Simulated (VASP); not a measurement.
Here is a VASP 6.6.1 calculation.

File INCAR:

```
SYSTEM = MoS
PREC = Accurate
ENCUT = 520
EDIFF = 1E-6
ISMEAR = 0
SIGMA = 0.1
LREAL = .False.
LASPH = .True.
NELM = 150
ALGO = Normal
ISIF = 2
LWAVE = .False.
LCHARG = .False.
ISPIN = 2
MAGMOM = 3.5 0
LORBIT = 11
LMAXMIX = 4
GGA = PE
NBANDS = 21
```

File KPOINTS:

```
regular mesh
0
Gamma
  14 14 14
  0 0 0
```

POSCAR

```
MoS
1.0
    0.0000000000      2.6337752688      2.6337752688
    2.6337752688      0.0000000000      2.6337752688
    2.6337752688      2.6337752688      0.0000000000
Mo S
1 1
Direct
    0.0000000000      0.0000000000      0.0000000000
    0.5000000000      0.5000000000      0.5000000000
```

Potentials or basis: VASP PAW PBE potentials, release 64 (Mo_sv, S).

Command:

```sh
$ cat potpaw_PBE.64/Mo_sv/POTCAR potpaw_PBE.64/S/POTCAR > POTCAR
$ mpirun -np 1 vasp_std > vasp.out
```

(1) Estimate the site moments.

(2) Predict the net moment.

Results:

(1) Mo +2.28; S +0.01 μB.

(2) 2.60 μB per cell.

Caveat: the cell stands under tension.
